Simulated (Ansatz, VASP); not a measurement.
## Co2Si: VASP beside Ansatz

```
Co Si
1.0
     4.80766    0.00000    0.00000
     0.00000    3.67149    0.00000
     0.00000    0.00000    6.97217
Co Si
8 4
Direct
  0.96193 0.75000 0.21887
  0.03807 0.25000 0.78113
  0.53807 0.25000 0.71887
  0.46193 0.75000 0.28113
  0.82690 0.75000 0.56489
  0.17310 0.25000 0.43511
  0.67310 0.25000 0.06489
  0.32690 0.75000 0.93511
  0.30053 0.75000 0.60513
  0.69947 0.25000 0.39487
  0.19947 0.25000 0.10513
  0.80053 0.75000 0.89487
```

Alike in both runs: functional PBEsol; k mesh 4 × 6 × 4; occupations gaussian, width 0.1 eV; collinear spin.

Ansatz relaxed the structure, and its values are those at the end. VASP's run is a single point on that final structure, the one shown.

|  | VASP | Ansatz |
| --- | --- | --- |
| version | VASP 6.6.1 | Ansatz 0.2.0 |
| potentials or method | VASP PAW PBE potentials, release 64 (Co, Si), cutoff 520 eV | scalar-relativistic, plane waves, PAW |
| valence electrons in the cell | 88 | 152 |

|  | VASP | Ansatz | Ansatz less VASP |
| --- | --- | --- | --- |
| gap on the k mesh at the Fermi level (eV) | none | none | - |
| pressure (GPa) | 0.1 | -0.1 | -0.17 |
| rms of the force components (eV/Å) | 0.015 | 0.005 | -0.0100 |
| net moment per atom (μB) | 0.15 | 0.15 | -0.004 |
| size of the moment on the site where the two differ most (μB) | 0.19 | 0.19 | +0.004 |

VASP's potentials were made for PBE, not for PBEsol. Site moments also hang on the region over which each program counts them. A gap of «none» marks a metal or a gap that the smearing closes. VASP's potentials hold 88 valence electrons a cell and Ansatz's 152, so a difference there can come from the potentials and not from the codes.
